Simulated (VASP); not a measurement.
Be:

```
Be
1.0
     2.01284    0.00000    0.00000
     0.00000    2.01284    0.00000
     0.00000    0.00000    2.01284
Be
1
Direct
  0.00000 0.00000 0.00000
```

This isn't the form of Be at room conditions, which is hcp.

| Property | Result |
| --- | --- |
| Program | VASP 6.6.1 |
| Task | relaxation of cell and atoms |
| Functional | LDA |
| Potentials or basis | VASP PAW LDA potentials, release 64 (Be) |
| Cutoff | 600 eV |
| k mesh | 21 × 21 × 21 |
| Occupations | fermi-dirac, width 0.1 eV |
| Spin | no spin polarisation |

At the start: pressure 20.8 GPa; volume 8.16 Å³/atom.

Task: How do energy, volume and symmetry change on relaxing?

Result: Over 4 steps the energy falls by 95.7 meV/atom and the volume is 9.85 Å³/atom (+20.8 %); space group Pm-3m (No. 221, to 0.1 Å) before and after.

Step by step:
```tsv
step	energy change (eV)	largest force (eV/Å)	pressure (GPa)	volume (Å³)
1	0.0000	0.0000	20.77	8.16
2	-0.0918	0.0000	3.39	9.47
3	-0.0956	0.0000	-0.52	9.91
4	-0.0957	0.0000	-0.02	9.85
```

Final structure:
```cif
data_structure
_symmetry_space_group_name_H-M 'P 1'
_symmetry_Int_Tables_number 1
_cell_length_a 2.1437
_cell_length_b 2.1437
_cell_length_c 2.1437
_cell_angle_alpha 90.000
_cell_angle_beta 90.000
_cell_angle_gamma 90.000
_cell_volume 9.85
loop_
_atom_site_label
_atom_site_type_symbol
_atom_site_fract_x
_atom_site_fract_y
_atom_site_fract_z
_atom_site_occupancy
Be1 Be 0.00000 0.00000 0.00000 1
```

Caveat: the volume moved by over 15 % at a fixed basis, so the end points are rough.
